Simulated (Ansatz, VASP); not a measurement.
# One calculation of TiN, two programs

The input INCAR:

```
SYSTEM = TiN
PREC = Accurate
ENCUT = 520
EDIFF = 1E-6
ISMEAR = 0
SIGMA = 0.1
LREAL = .False.
LASPH = .True.
NELM = 120
ALGO = Normal
ISIF = 2
LWAVE = .False.
LCHARG = .True.
LDIPOL = .True.
IDIPOL = 3
DIPOL = 0.5 0.5 0.500
GGA = PS
LELF = .True.
LVHAR = .True.
LVACPOTAV = .True.
NBANDS = 63
GGA_COMPAT = .False.
NELMDL = -8
```

KPOINTS

```
regular mesh
0
Gamma
  6 6 1
  0 0 0
```

The input POSCAR:

```
TiN
1.0
    2.9726300466      0.0000000000      0.0000000000
    0.0000000000      2.9726300466      0.0000000000
    0.0000000000      0.0000000000     25.5098343195
Ti N
6 6
Direct
    0.5000000000      0.5000000000      0.2940042615
    0.0000000000      0.0000000000      0.3764025569
    0.5000000000      0.5000000000      0.4588008523
    0.0000000000      0.0000000000      0.5411991477
    0.5000000000      0.5000000000      0.6235974431
    0.0000000000      0.0000000000      0.7059957385
    0.0000000000      0.0000000000      0.2940042615
    0.5000000000      0.5000000000      0.3764025569
    0.0000000000      0.0000000000      0.4588008523
    0.5000000000      0.5000000000      0.5411991477
    0.0000000000      0.0000000000      0.6235974431
    0.5000000000      0.5000000000      0.7059957385
```

Input for Ansatz:

```yaml
crystal:
  lattice:
    - [2.9726300466, 0.0, 0.0]
    - [0.0, 2.9726300466, 0.0]
    - [0.0, 0.0, 25.5098343195]
  atoms:
    - { symbol: Ti, position: [0.5, 0.5, 0.2940042615] }
    - { symbol: "N", position: [0.0, 0.0, 0.2940042615] }
    - { symbol: Ti, position: [0.0, 0.0, 0.3764025569] }
    - { symbol: "N", position: [0.5, 0.5, 0.3764025569] }
    - { symbol: Ti, position: [0.5, 0.5, 0.4588008523] }
    - { symbol: "N", position: [0.0, 0.0, 0.4588008523] }
    - { symbol: Ti, position: [0.0, 0.0, 0.5411991477] }
    - { symbol: "N", position: [0.5, 0.5, 0.5411991477] }
    - { symbol: Ti, position: [0.5, 0.5, 0.6235974431] }
    - { symbol: "N", position: [0.0, 0.0, 0.6235974431] }
    - { symbol: Ti, position: [0.0, 0.0, 0.7059957385] }
    - { symbol: "N", position: [0.5, 0.5, 0.7059957385] }
basis:
  ecutwfc: 420
kpoints:
  mp_grid: { grid: [6, 6, 1] }
hamiltonian:
  xc: pbesol
scf:
  occupations: { method: gaussian, width: 0.1 }
output:
  forces: true
  stress: true
  eigenvalues: true
efield:
  axis: 3
  dipole_correction: true
  ramp_width: 0.04
```

Alike in both runs: task single point; functional PBEsol; k mesh 6 × 6 × 1; occupations gaussian, width 0.1 eV; no spin polarisation.

|  | VASP | Ansatz |
| --- | --- | --- |
| version | VASP 6.6.1 | Ansatz 0.2.0 |
| potentials or method | VASP PAW PBE potentials, release 64 (Ti_sv, N), cutoff 520 eV | scalar-relativistic, plane waves, PAW |
| valence electrons in the cell | 102 | 102 |

|  | VASP | Ansatz | Ansatz less VASP |
| --- | --- | --- | --- |
| gap on the k mesh at the Fermi level (eV) | none | none | - |
| rms of the force components (eV/Å) | 0.650 | 0.651 | +0.0018 |
| work function, face that differs most (eV) | 2.52 | 2.52 | -0.002 |

VASP's potentials were made for PBE, not for PBEsol. A gap of «none» marks a metal or a gap that the smearing closes. With one functional, cell and mesh, what is left measures potentials, basis and numerics.
